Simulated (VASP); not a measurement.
Here is a VASP 6.6.1 calculation.

INCAR

```
PREC = Accurate ; ENCUT = 520
EDIFF = 1E-6 ; ISMEAR = 0
SIGMA = 0.1 ; LREAL = F
LASPH = T ; NELM = 60
ALGO = Normal ; ISIF = 2
LWAVE = F ; LCHARG = T
LDIPOL = T ; IDIPOL = 3
DIPOL = 0.5 0.5 0.342 ; GGA = PE
IVDW = 12 ; LELF = T
LVHAR = T ; LVACPOTAV = T
NBANDS = 30
```

Contents of KPOINTS:

```
Automatic mesh
0
Gamma
  6 6 1
```

Contents of POSCAR:

```
In2Sb2Cl
1.0
    4.6293886023      0.0000000000      0.0000000000
   -2.3146943012      4.0091681336      0.0000000000
    0.0000000000      0.0000000000     22.0151773295
Sb In Cl
2 2 1
Direct
    0.0000000000      0.0000000000      0.1816928358
    0.3333333333      0.6666666667      0.3609342971
    0.3333333333      0.6666666667      0.2246164052
    0.6666666667      0.3333333333      0.3958713209
    1.0000000000      1.0000000000      0.5457679105
```

Potentials or basis: VASP PAW PBE potentials, release 64 (Sb, In_d, Cl).

The run is started by

```console
$ cat potpaw_PBE.64/Sb/POTCAR potpaw_PBE.64/In_d/POTCAR potpaw_PBE.64/Cl/POTCAR > POTCAR
$ mpirun -np 1 vasp_std > vasp.out
```

**Question.** Estimate the dispersion energy per atom.

**Answer.** -0.200 eV.

**Question.** Estimate the largest force.

**Answer.** 0.707 eV/Å.

Forces in eV/Å, atoms in the order of the input:
```
Sb   0.000  0.000 -0.119
Sb   0.000  0.000 -0.220
In   0.000  0.000  0.323
In   0.000  0.000  0.707
Cl   0.000  0.000 -0.690
```

Caveat: an odd number of electrons without spin polarisation forces a metal; a magnetic or distorted state may lie lower.
